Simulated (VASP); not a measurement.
# Si (P6_3/mmc) in VASP: a series of runs, part 2 of 2

VASP 6.6.1. Earlier steps stand in the parts before.

### 4 Relaxation of shape and atoms at fixed volume, PBEsol (8.93 Å³/atom)

This run uses another cell than the first one, of 8.93 Å³/atom.

Contents of INCAR:

```
SYSTEM = Si
ALGO = Normal ; EDIFF = 1E-6
EDIFFG = -0.01 ; ENCUT = 600
GGA = PS ; IBRION = 2
ISIF = 4 ; ISMEAR = 0
LASPH = .TRUE. ; LCHARG = .FALSE.
LREAL = .FALSE. ; LWAVE = .FALSE.
NELM = 100 ; NSW = 60
PREC = Accurate ; SIGMA = 0.05
```

Contents of KPOINTS:

```
k-points
0
G
  22 22 12
  0 0 0
```

Contents of POSCAR:

```
Si
1.0
    2.3028982294      0.0000000000      0.0000000000
   -1.1514491147      1.9943683690      0.0000000000
    0.0000000000      0.0000000000      3.8877728856
Si
2
Direct
    0.3333333333      0.6666666667      0.2500000000
    0.6666666667      0.3333333333      0.7500000000
```

Potentials or basis: VASP PAW PBE potentials, release 64 (Si).

Started as:

```console
$ cat potpaw_PBE.64/Si/POTCAR > POTCAR
$ mpirun -np 1 vasp_std > vasp.out
```

OUTCAR:

```text
SYSTEM = Si
   EDIFF = 1E-6
   EDIFFG = -0.01
   ENCUT = 600
   GGA = PS
   IBRION = 2
   ISIF = 4
   ISMEAR = 0
   LASPH = .TRUE.
   LREAL = .FALSE.
   NELM = 100
   NSW = 60
   PREC = Accurate

 ion  position               nearest neighbor table
   1  0.333  0.667  0.250-   2 2.36   2 2.36   2 2.36   2 2.36   2 2.36   2 2.36
   2  0.667  0.333  0.750-   1 2.36   1 2.36   1 2.36   1 2.36   1 2.36   1 2.36

  LATTYP: Found a hexagonal cell.
 ALAT       =     2.3028982294
 C/A-ratio  =     1.6882087258

  Lattice vectors:

 A1 = (   2.3028982294,   0.0000000000,   0.0000000000)
 A2 = (  -1.1514491147,   1.9943683690,   0.0000000000)
 A3 = (   0.0000000000,   0.0000000000,   3.8877728856)

Analysis of symmetry for initial positions (statically):
=====================================================================
 Subroutine PRICEL returns:
 Original cell was already a primitive cell.

 Routine SETGRP: Setting up the symmetry group for a
 hexagonal supercell.

 Subroutine GETGRP returns: Found 24 space group operations
 (whereof 12 operations were pure point group operations)
[... 218 lines left out ...]
 Fermi energy:        17.6540538840

 k-point     1 :       0.0000    0.0000    0.0000
  band No.  band energies     occupation
      1      -1.8452      2.00000
      2       7.0555      2.00000
      3       7.8893      2.00000
      4      30.4481      0.00000
      5      30.4481      0.00000
      6      30.4499      0.00000
      7      30.8122      0.00000
      8      30.8122      0.00000
[... 243 lines left out ...]
 k-point    24 :       0.1364    0.0909    0.0000
  band No.  band energies     occupation
      1      -0.4262      2.00000
      2       8.3670      2.00000
      3       9.2026      2.00000
      4      21.4068      0.00000
      5      23.0125      0.00000
      6      29.4179      0.00000
      7      29.5214      0.00000
      8      31.1545      0.00000

 [... further k-points ...]

------------------------ aborting loop because EDIFF is reached ----------------------------------------

  FORCE on cell =-STRESS in cart. coord.  units (eV):
  Direction    XX          YY          ZZ          XY          YZ          ZX
  --------------------------------------------------------------------------------------
  -------------------------------------------------------------------------------------
  Total       13.2813952     13.2813952     13.3063546      0.0000000      0.0000000      0.0000000
  in kB     1191.7173756   1191.7173756   1193.9569452      0.0000000      0.0000000      0.0000000
  external PRESSURE =    1192.4638988 kB  Pullay stress =       0.0000000 kB

 VOLUME and BASIS-vectors are now :
 -----------------------------------------------------------------------------
  energy-cutoff  :      600.00
  volume of cell :       17.86
      direct lattice vectors                 reciprocal lattice vectors
     2.303475803  0.000000000 -0.000000000     0.434126549  0.250643080 -0.000000000
    -1.151737901  1.994868562  0.000000000    -0.000000000  0.501286159 -0.000000000
     0.000000000  0.000000000  3.885823491     0.000000000 -0.000000000  0.257345709

 POSITION                                       TOTAL-FORCE (eV/Angst)
 -----------------------------------------------------------------------------------
     -0.00000      1.32991      0.97146        -0.000000     -0.000000      0.000000
      1.15174      0.66496      2.91437         0.000000      0.000000      0.000000
 -----------------------------------------------------------------------------------
    total drift:                                0.000000     -0.000000     -0.000000

  FREE ENERGIE OF THE ION-ELECTRON SYSTEM (eV)
  ---------------------------------------------------
  free  energy   TOTEN  =        -8.2608450892 eV

  energy  without entropy=       -8.2600703159  energy(sigma->0) =       -8.26045770

 reached required accuracy - stopping structural energy minimisation
```

OSZICAR:

```text
N       E                     dE             d eps       ncg     rms          rms(c)
DAV:   1     0.938512629606E+01    0.93851E+01   -0.44023E+03  5840   0.999E+02
DAV:   2    -0.824177577658E+01   -0.17627E+02   -0.16920E+02  8776   0.947E+01
DAV:   3    -0.839018625259E+01   -0.14841E+00   -0.14529E+00  7680   0.103E+01
DAV:   4    -0.839089839925E+01   -0.71215E-03   -0.71205E-03  8776   0.449E-01
DAV:   5    -0.839090020490E+01   -0.18057E-05   -0.18056E-05  7776   0.807E-03    0.976E+00
DAV:   6    -0.830912925076E+01    0.81771E-01   -0.79040E-03  6632   0.683E-01    0.544E+00
DAV:   7    -0.826138375338E+01    0.47745E-01   -0.15724E-02  6176   0.969E-01    0.274E-01
DAV:   8    -0.826085072516E+01    0.53303E-03   -0.19188E-04  9328   0.128E-01    0.343E-02
DAV:   9    -0.826084400642E+01    0.67187E-05   -0.38167E-06  7144   0.162E-02    0.257E-03
DAV:  10    -0.826084360085E+01    0.40557E-06   -0.37195E-07  5184   0.406E-03
   1 F= -.82608436E+01 E0= -.82604609E+01  d E =-.826084E+01
       N       E                     dE             d eps       ncg     rms          rms(c)
DAV:   1    -0.826084991333E+01   -0.59069E-05   -0.37959E-04  8288   0.122E-01    0.125E-02
DAV:   2    -0.826084652573E+01    0.33876E-05   -0.54908E-06  6544   0.210E-02    0.643E-03
DAV:   3    -0.826084507836E+01    0.14474E-05   -0.33453E-06  6976   0.117E-02    0.445E-04
DAV:   4    -0.826084508921E+01   -0.10849E-07   -0.81790E-08  3344   0.283E-03
   2 F= -.82608451E+01 E0= -.82604577E+01  d E =-.148836E-05
```

Wall time 2.1 min (1 thread of Intel Xeon 8259CL, shared host); peak memory 0.17 GiB.

Results:

* Free energy: -8.2608 eV
* Energy gained by relaxing: 0.0 meV/atom
* Ionic steps: 2
* Pressure after relaxing: 119.2 GPa
* Band gap on the k mesh: zero (bands 4 and 5 overlap by 16.22 eV)

Final structure:
```xyz
2
Lattice="2.3035 0.0000 0.0000 -1.1517 1.9949 0.0000 0.0000 0.0000 3.8858" Properties=species:S:1:pos:R:3 pbc="T T T"
Si    0.0000    1.3299    0.9715
Si    1.1517    0.6650    2.9144
```

Caveat: the PAW data sets were made with another functional, which shifts forces and pressure a little.

### 5 Summary

| cell | k mesh | gap on the mesh (eV) | pressure (GPa) |
| --- | --- | --- | --- |
| relaxed from a = 2.478, b = 2.478, c = 4.196 Å, angles 90.0, 90.0, 120.0°, 2 atoms | 20 × 20 × 10 | none | 36.1 |
| relaxed from a = 2.518, b = 2.518, c = 4.267 Å, angles 90.0, 90.0, 120.0°, 2 atoms | 20 × 20 × 10 | none | 25.0 |
| relaxed from a = 2.303, b = 2.303, c = 3.888 Å, angles 90.0, 90.0, 120.0°, 2 atoms | 22 × 22 × 12 | none | 119.2 |

Alike in all rows: task relaxation of shape and atoms at fixed volume; level PBEsol; potentials or basis VASP PAW PBE potentials, release 64 (Si); no spin polarisation; cutoff (eV) 600; smearing gaussian 0.05 eV.

Caveats: the PAW data sets were made with another functional, which shifts forces and pressure a little.

Total energies depend on the potentials used, so only differences within one code and one set of settings carry meaning.
